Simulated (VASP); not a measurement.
Here is a VASP 6.6.1 calculation.

INCAR

```
SYSTEM = Bi
  PREC = Accurate
  ENCUT = 520
  EDIFF = 1E-6
  ISMEAR = 0
  SIGMA = 0.15
  LREAL = .FALSE.
  LASPH = .TRUE.
  NELM = 100
  ALGO = Fast
  ISIF = 2
  LWAVE = .FALSE.
  LCHARG = .FALSE.
  GGA = PE
  NBANDS = 22
```

The input KPOINTS:

```
regular mesh
0
G
  12 12 12
  0 0 0
```

The input POSCAR:

```
Bi
1.0
    2.2019214013      1.2712799138      4.2133912442
   -2.2019214013      1.2712799138      4.2133912442
    0.0000000000     -2.5425598276      4.2133912442
Bi
2
Direct
    0.2338900000      0.2338900000      0.2338900000
    0.7661100000      0.7661100000      0.7661100000
```

Potentials or basis: VASP PAW PBE potentials, release 64 (Bi_d).

The run is started by

```sh
$ cat potpaw_PBE.64/Bi_d/POTCAR > POTCAR
$ mpirun -np 1 vasp_std > vasp.out
```

Question: What does it give for the band gap on the k mesh?

Answer: Zero (bands 15 and 16 overlap by 0.33 eV).

Question: What does it give for the pressure?

Answer: 2.2 GPa.

Question: Estimate the largest force.

Answer: 0.053 eV/Å.

Forces on the atoms (eV/Å):
```
Bi   0.000  0.000  0.053
Bi   0.000  0.000 -0.053
```

Caveat: spin-orbit coupling is left out, which moves the levels of the heavy elements.
